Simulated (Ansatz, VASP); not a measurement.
# LiH3O2: VASP beside Ansatz

Contents of POSCAR:

```
LiH3O2
1.0
    4.3641637182      0.0000000000      0.0000000000
   -2.1820818591      3.7794766462      0.0000000000
    0.0000000000      0.0000000000      2.6574173281
Li H O
1 3 2
Direct
    0.0000000000      0.0000000000      0.0000000000
    0.5000000000      0.0000000000      0.5000000000
    0.5000000000      0.5000000000      0.5000000000
    0.0000000000      0.5000000000      0.5000000000
    0.3333333333      0.6666666667      0.0000000000
    0.6666666667      0.3333333333      0.0000000000
```

The input INCAR.step1:

```
SYSTEM = LiH3O2
  PREC = Accurate
  ENCUT = 600
  ISMEAR = 0
  SIGMA = 0.1
  LREAL = .False.
  LASPH = .True.
  NELM = 100
  GGA = PE
  ALGO = Normal
  EDIFF = 1E-4
  LWAVE = .True.
  LCHARG = .False.
```

Contents of INCAR.step2:

```
SYSTEM = LiH3O2
  PREC = Accurate
  ENCUT = 600
  EDIFF = 1E-6
  ISMEAR = 0
  SIGMA = 0.1
  LREAL = .False.
  LASPH = .True.
  NELM = 100
  ALGO = Normal
  ISIF = 3
  LWAVE = .False.
  LCHARG = .False.
  METAGGA = R2SCAN
  LMIXTAU = .True.
  IBRION = 2
  NSW = 90
  EDIFFG = -0.04
  ISTART = 1
```

KPOINTS

```
Automatic mesh
0
Gamma
  6 6 6
  0 0 0
```

Input for Ansatz:

```yaml
crystal:
  lattice:
    - [4.3641637182, 0.0, 0.0]
    - [-2.1820818591, 3.7794766462, 0.0]
    - [0.0, 0.0, 2.6574173281]
  atoms:
    - { symbol: Li, position: [0.0, 0.0, 0.0] }
    - { symbol: H, position: [0.5, 0.0, 0.5] }
    - { symbol: H, position: [0.5, 0.5, 0.5] }
    - { symbol: H, position: [0.0, 0.5, 0.5] }
    - { symbol: O, position: [0.3333333333, 0.6666666667, 0.0] }
    - { symbol: O, position: [0.6666666667, 0.3333333333, 0.0] }
basis:
  ecutwfc: 500
kpoints:
  mp_grid: { grid: [6, 6, 6] }
hamiltonian:
  xc: r2scan
scf:
  occupations: { method: gaussian, width: 0.1 }
  lower_state_search: "off"
output:
  forces: true
  stress: true
  eigenvalues: true
relax:
  adjacent_minimum: "off"
  f_tol: 0.04
  max_steps: 70
  cell: { stress_tol: 0.4 }
```

Alike in both runs: task relaxation of cell and atoms; functional r2SCAN; k mesh 6 × 6 × 6; occupations gaussian, width 0.1 eV; no spin polarisation.

|  | VASP | Ansatz |
| --- | --- | --- |
| version | VASP 6.6.1 | Ansatz 0.2.0 |
| potentials or method | VASP PAW PBE potentials, release 64 (Li_sv, H, O), cutoff 600 eV | scalar-relativistic, plane waves, PAW |
| valence electrons in the cell | 18 | 18 |

```tsv
	VASP	Ansatz	Ansatz less VASP
gap on the k mesh at the Fermi level, each at its own relaxed structure (eV)	none	none	-
relaxed volume (Å³/atom)	5.66	5.67	+0.006
relaxed cell length with the largest relative difference (Å)	4.089	4.091	+0.0020
```

VASP's potentials were made for PBE, not for r2SCAN. A gap of «none» marks a metal or a gap that the smearing closes.

The k mesh is coarse, so the values compare programs but aren't converged. Noted on VASP's run: the cutoff is short for stress, so the pressure is rough; the volume moved by over 15 % at a fixed basis, so the end points are rough.
